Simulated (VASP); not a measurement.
# S (Fd-3m) in VASP: electric field gradients with PBE

Aim: the electric field gradients of S with PBE.

All numbers are computed with VASP 6.6.1; they aren't measurements. Logs are shortened: lines on timing, memory, paths and dates and some standing lists are left out, and cuts for length are marked.

### Step 1. The cell of the first run

Symmetry: Fd-3m, No. 227, cubic system. Conventional cell: a = 5.540 Å, b = 5.540 Å, c = 5.540 Å, α = 90.00°, β = 90.00°, γ = 90.00°. Within 3.2 Å of S (site symmetry -43m) lie 4 S at 2.40 Å.

This isn't the form of S at room conditions, which is orthorhombic, of S8 rings.

### Step 2. Electric field gradients, PBE

INCAR reads:

```
  PREC = Accurate
  ENCUT = 400
  EDIFF = 1E-8
  ISMEAR = -1
  SIGMA = 0.05
  LREAL = F
  LASPH = T
  NELM = 120
  ALGO = Normal
  ISIF = 2
  LWAVE = F
  LCHARG = F
  GGA = PE
  LEFG = T
  ISYM = -1
  NBANDS = 13
  GGA_COMPAT = F
```

KPOINTS reads:

```
explicit points
365
Reciprocal
  0.05555556   0.05555556   0.05555556 2
  0.05555556   0.05555556   0.16666667 2
  0.05555556   0.05555556   0.27777778 2
  0.05555556   0.05555556   0.38888889 2
  0.05555556   0.05555556   0.50000000 2
  0.05555556   0.05555556   0.61111111 2
[... 357 lines left out ...]
  0.50000000   0.50000000   0.38888889 2
  0.50000000   0.50000000   0.50000000 1
```

POSCAR reads:

```
S
1.0
    0.0000000000      2.7698291284      2.7698291284
    2.7698291284      0.0000000000      2.7698291284
    2.7698291284      2.7698291284      0.0000000000
S
2
Direct
   -0.1250000000     -0.1250000000     -0.1250000000
    0.1250000000      0.1250000000      0.1250000000
```

Potentials or basis: VASP PAW PBE potentials, release 64 (S).

Command:

```console
> cat potpaw_PBE.64/S/POTCAR > POTCAR
> mpirun -np 1 vasp_std > vasp.out
```

OUTCAR:

```text
PREC = Accurate
   ENCUT = 400
   EDIFF = 1E-8
   ISMEAR = -1
   LREAL = F
   LASPH = T
   NELM = 120
   ISIF = 2
   GGA = PE
   ISYM = -1

 ion  position               nearest neighbor table
   1  0.875  0.875  0.875-   2 2.40   2 2.40   2 2.40   2 2.40
   2  0.125  0.125  0.125-   1 2.40   1 2.40   1 2.40   1 2.40

IMPORTANT INFORMATION: All symmetrisations will be switched off!
NOSYMM: (Re-)initialisation of all symmetry stuff for point group C_1.

----------------------------------------------------------------------------------------

                                     Primitive cell

  volume of cell :      42.5000

  direct lattice vectors                    reciprocal lattice vectors
     0.000000000  2.769829128  2.769829128    -0.180516551  0.180516551  0.180516551
     2.769829128  0.000000000  2.769829128     0.180516551 -0.180516551  0.180516551
     2.769829128  2.769829128  0.000000000     0.180516551  0.180516551 -0.180516551

  length of vectors
     3.917129919  3.917129919  3.917129919     0.312663837  0.312663837  0.312663837

  position of ions in fractional coordinates (direct lattice)
     0.875000000  0.875000000  0.875000000
     0.125000000  0.125000000  0.125000000

  ion indices of the primitive-cell ions
   primitive index   ion index
                 1           1
                 2           2

----------------------------------------------------------------------------------------

 KPOINTS: explicit points

Read explicit list of k-points.

 Found    365 k-points:

 Following reciprocal coordinates:
            Coordinates               Weight
  0.055556  0.055556  0.055556      0.002743
  0.055556  0.055556  0.166667      0.002743
  0.055556  0.055556  0.277778      0.002743
  0.055556  0.055556  0.388889      0.002743
  0.055556  0.055556  0.500000      0.002743
  0.055556  0.055556  0.611111      0.002743
[... 16 lines left out ...]
  0.055556  0.277778  0.500000      0.002743
  0.055556  0.277778  0.611111      0.002743
 [... further k-points ...]
   k-points           NKPTS =    365   k-points in BZ     NKDIM =    365   number of bands    NBANDS=     13
   number of dos      NEDOS =    301   number of ions     NIONS =      2
   total plane-waves  NPLWV =  21952
   dimension x,y,z NGX =    28 NGY =   28 NGZ =   28
   dimension x,y,z NGXF=    56 NGYF=   56 NGZF=   56
   ions per type =               2
   NGX,Y,Z   is equivalent  to a cutoff of  11.88, 11.88, 11.88 a.u.
   NGXF,Y,Z  is equivalent  to a cutoff of  23.77, 23.77, 23.77 a.u.
 SYSTEM =  unknown system
   PREC   = accura    normal or accurate (medium, high low for compatibility)
   ISTART =      0    job   : 0-new  1-cont  2-samecut
   ICHARG =      2    charge: 1-file 2-atom 10-const
   ISPIN  =      1    spin polarized calculation?
   LNONCOLLINEAR =      F non collinear calculations
   LSORBIT =      F    spin-orbit coupling
   LASPH  =      T    aspherical Exc in radial PAW
   ENCUT  =  400.0 eV  29.40 Ry    5.42 a.u.   6.39  6.39  6.39*2*pi/ulx,y,z
   NELM   =    120;   NELMIN=  2; NELMDL= -5     # of ELM steps
   EDIFF  = 0.1E-07   stopping-criterion for ELM
   LREAL  =      F    real-space projection
   EDIFFG = 0.1E-06   stopping-criterion for IOM
   NSW    =      0    number of steps for IOM
   IBRION =     -1    ionic relax: 0-MD 1-quasi-New 2-CG
   NFREE  =      0    steps in history (QN), initial steepest desc. (CG)
   ISIF   =      2    stress and relaxation
   ISYM   =     -1    0-nonsym 1-usesym 2-fastsym
   POTIM  = 0.5000    time-step for ionic-motion
   TEBEG  =    0.0;   TEEND  =   0.0 temperature during run
   PSTRESS=    0.0 pullay stress
   NELECT =      12.0000    total number of electrons
   NUPDOWN=      -1.0000    fix difference up-down
   EMIN   =  10.00;   EMAX   =-10.00  energy-range for DOS
   EFERMI =   0.00;   METHOD = LEGACY
   ISMEAR =    -1;   SIGMA  =   0.05  broadening in eV -4-tet -1-fermi 0-gaus
   EFERMI_NEDOS =   21; number of points for ismear=-14 and -15
   IALGO  =     38    algorithm
   IMIX   =      4    mixing-type and parameters
     AMIX     =   0.40;   BMIX     =  1.00
     AMIX_MAG =   1.60;   BMIX_MAG =  1.00
  volume/ion in A,a.u.               =      21.25       143.40
  Fermi-wavevector in a.u.,A,eV,Ry     =   1.074003  2.029572 15.694089  1.153483
  Thomas-Fermi vector in A             =   2.209819
   LORBIT       =      0    0 simple, 1 ext, 2 COOP (PROOUT), +10 PAW based schemes
   GGA     = PE    functional components
   LHFCALC =     F    Hartree Fock is set to
   AEXX    =    0.0000 exact exchange contribution
   IVDW    =     0    specifies the selected vdW correction
   LEPSILON=     F    determine dielectric tensor
   LRPA    =     F    only Hartree local field effects (RPA)
 non-spin polarized calculation
  energy-cutoff  :      400.00
  volume of cell :       42.50
 maximum number of plane-waves:       785
 NGX is ok and might be reduce to    28
   NGX = 13   NGY = 13   NGZ = 13

 number of electron      12.0000002 magnetization

 Free energy of the ion-electron system (eV)
  ---------------------------------------------------
  ext. energy  EPLUGINS =         0.00000000
  ---------------------------------------------------
  free energy    TOTEN  =        -6.13126454 eV

  energy without entropy =       -6.11455891  energy(sigma->0) =       -6.12291173

 E-fermi :   4.8936     XC(G=0):  -9.2976

 val. band max:        4.8677401449   @ k =   0.3889   0.6111   0.5000
 cond. band min:       4.8962962804   @ k =   0.1667   0.9444   0.8333
 fundamental gap:      0.0285561355
 Fermi energy:         4.8935514870

 k-point     1 :       0.0556    0.0556    0.0556
  band No.  band energies     occupation
      1     -11.8869      2.00000
      2      -3.7715      2.00000
      3       0.4777      2.00000
      4       0.4777      2.00000
      5       0.5617      2.00000
      6       3.7919      2.00000
      7       3.7919      2.00000
      8       3.7925      2.00000
      9      10.6879      0.00000
     10      12.3517      0.00000
     11      12.3517      0.00000
     12      15.4253      0.00000
     13      15.7233      0.00000

 k-point     2 :       0.0556    0.0556    0.1667
  band No.  band energies     occupation
      1     -11.7316      2.00000
      2      -4.3835      2.00000
      3       0.1081      2.00000
      4       0.3850      2.00000
      5       0.8183      2.00000
      6       3.9527      2.00000
      7       3.9675      2.00000
      8       4.3347      1.99997
      9      11.2385      0.00000
     10      11.8074      0.00000
     11      12.2678      0.00000
     12      15.3239      0.00000
     13      16.1190      0.00000

 k-point     3 :       0.0556    0.0556    0.2778
  band No.  band energies     occupation
      1     -11.3638      2.00000
      2      -5.4762      2.00000
      3      -0.2851      2.00000
      4       0.1039      2.00000
      5       0.8927      2.00000
      6       4.3979      1.99990
      7       4.5257      1.99872
      8       5.2074      0.00375
      9      11.5623      0.00000
     10      12.0151      0.00000
     11      12.2227      0.00000
     12      15.1869      0.00000
     13      17.1916      0.00000
[... 305 lines left out ...]
 k-point    23 :       0.0556    0.2778    0.5000
  band No.  band energies     occupation
      1     -10.1647      2.00000
      2      -7.5610      2.00000
      3      -1.5919      2.00000
      4      -0.9581      2.00000
      5       2.5245      2.00000
      6       4.0800      2.00000
      7       6.3569      0.00000
      8       6.6536      0.00000
      9      10.9533      0.00000
     10      12.2385      0.00000
     11      14.1957      0.00000
     12      15.4948      0.00000
     13      16.9106      0.00000

 k-point    24 :       0.0556    0.2778    0.6111
  band No.  band energies     occupation
      1      -9.8886      2.00000
      2      -7.9274      2.00000
      3      -1.8805      2.00000
      4      -0.8742      2.00000
      5       2.4448      2.00000
      6       4.9009      0.92668
      7       6.2004      0.00000
      8       6.7241      0.00000
      9      10.4529      0.00000
     10      12.4828      0.00000
     11      13.3661      0.00000
     12      16.2464      0.00000
     13      17.0552      0.00000

 [... further k-points ...]
[... 5 lines left out ...]
  --------------------------------------------------------------------------------------
  -------------------------------------------------------------------------------------
  Total        1.9209937      1.9209937      1.9209937      0.0166380      0.0166381      0.0166381
  in kB       72.4181763     72.4181775     72.4181766      0.6272259      0.6272266      0.6272265
  external PRESSURE =      72.4181768 kB  Pullay stress =       0.0000000 kB

 VOLUME and BASIS-vectors are now :
 -----------------------------------------------------------------------------
  energy-cutoff  :      400.00
  volume of cell :       42.50
      direct lattice vectors                 reciprocal lattice vectors
     0.000000000  2.769829128  2.769829128    -0.180516551  0.180516551  0.180516551
     2.769829128  0.000000000  2.769829128     0.180516551 -0.180516551  0.180516551
     2.769829128  2.769829128  0.000000000     0.180516551  0.180516551 -0.180516551

 POSITION                                       TOTAL-FORCE (eV/Angst)
 -----------------------------------------------------------------------------------
      4.84720      4.84720      4.84720         0.015689      0.015689      0.015689
      0.69246      0.69246      0.69246        -0.015689     -0.015689     -0.015689
 -----------------------------------------------------------------------------------
    total drift:                               -0.000000     -0.000000     -0.000000

  FREE ENERGIE OF THE ION-ELECTRON SYSTEM (eV)
  ---------------------------------------------------
  free  energy   TOTEN  =        -6.1312645409 eV

  energy  without entropy=       -6.1145589102  energy(sigma->0) =       -6.12291173

 Electric field gradients (V/A^2)
---------------------------------------------------------------------
 ion       V_xx      V_yy      V_zz      V_xy      V_xz      V_yz
---------------------------------------------------------------------
   1       0.000    -0.000     0.000     0.583     0.583     0.583
   2      -0.000    -0.000     0.000     0.583     0.583     0.583
---------------------------------------------------------------------

 Electric field gradients after diagonalization (V/A^2)
 (convention: |V_zz| > |V_xx| > |V_yy|)
----------------------------------------------------------------------
 ion       V_xx      V_yy      V_zz     asymmetry (V_yy - V_xx)/ V_zz
----------------------------------------------------------------------
   1      -0.583    -0.583     1.166       0.000
   2      -0.583    -0.583     1.166       0.000
----------------------------------------------------------------------

           NMR quadrupolar parameters

 Cq : quadrupolar parameter    Cq=e*Q*V_zz/h
 eta: asymmetry parameters     (V_yy - V_xx)/ V_zz
 Q  : nuclear electric quadrupole moment in mb (millibarn)
----------------------------------------------------------------------
 ion       Cq(MHz)       eta       Q (mb)
----------------------------------------------------------------------
   1       0.003       0.000       1.000
   2       0.003       0.000       1.000
----------------------------------------------------------------------
```

Run time: 74 s. Hardware: 1 thread of Intel Xeon Platinum 8488C (Sapphire Rapids), shared host; peak memory 0.23 GiB.

Results:

```yaml
Free_energy: -6.1313 eV
Pressure: 7.2 GPa
Band_gap_on_the_k_mesh: zero (bands 6 and 7 overlap by 1.52 eV)
Largest_electric_field_gradient_by_atom: S +1.2 V/Å²
```

Electric field gradients, principal values (V/Å²):
```csv
atom,least,middle,greatest (by size)
1 S,-0.583,-0.583,1.166
2 S,-0.583,-0.583,1.166
```

Caveat: the cell stands under pressure; without QUAD_EFG the Cq values of the log hold for a quadrupole moment of 1 mb, not for the nuclei.

The gap in the log of VASP goes by the Fermi energy; the results here count the filled bands.